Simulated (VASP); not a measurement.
Na, 1 atom in the cell. The structure is cubic, space group Pm-3m (No. 221). The conventional cell has a = 2.626 Å, b = 2.626 Å, c = 2.626 Å, α = 90.00°, β = 90.00°, γ = 90.00°. Na (site symmetry m-3m) has 6 Na at 2.63 Å within 3.5 Å. This isn't the form of Na at room conditions, which is bcc.

| Item | Value |
| --- | --- |
| Program | VASP 6.6.1 |
| Task | single point |
| Functional | PBEsol |
| Potentials or basis | VASP PAW PBE potentials, release 64 (Na_pv) |
| Cutoff | 520 eV |
| k mesh | 12 × 12 × 12 |
| Occupations | methfessel-paxton, width 0.1 eV |
| Spin | no spin polarisation |
| Dipole correction | no |
| Further INCAR settings | ALGO = Normal; EDIFF = 1e-06; NBANDS = 10 |

Potentials or basis: VASP PAW PBE potentials, release 64 (Na_pv).

Launch:

```bash
$ cat potpaw_PBE.64/Na_pv/POTCAR > POTCAR
$ mpirun -np 1 vasp_std > vasp.out
```

Hardware: 1 thread of Intel(R) Xeon(R) 6975P-C (Granite Rapids) (shared host).

Q: How long does it take, and how much memory?

A: Run time: 4.3 s on 1 thread of Intel(R) Xeon(R) 6975P-C (Granite Rapids), on a shared host, peak memory 0.12 GiB. Counts: scf iterations 9, k points 84.
